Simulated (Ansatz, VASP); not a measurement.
# Sn: VASP beside Ansatz

```
Sn
1.0
     0.00000    3.23813    3.23813
     3.23813    0.00000    3.23813
     3.23813    3.23813    0.00000
Sn
2
Direct
  0.50000 0.50000 0.50000
  0.75000 0.75000 0.75000
```

Alike in both runs: functional LDA; k mesh 12 × 12 × 12; occupations fermi-dirac, width 0.15 eV; no spin polarisation.

Ansatz relaxed the structure, and its values are those at the end. VASP's run is a single point on that final structure, the one shown.

|  | VASP | Ansatz |
| --- | --- | --- |
| version | VASP 6.6.1 | Ansatz 0.2.0 |
| potentials or method | VASP PAW LDA potentials, release 64 (Sn_d), cutoff 520 eV | scalar-relativistic, plane waves, PAW |
| valence electrons in the cell | 28 | 28 |

```csv
,VASP,Ansatz,Ansatz less VASP
gap on the k mesh at the Fermi level (eV),none,none,-
pressure (GPa),0.0,0.0,+0.03
```

LDA's correlation is that of Perdew and Zunger in VASP and of Perdew and Wang (1992) in Ansatz. A gap of «none» marks a metal or a gap that the smearing closes.
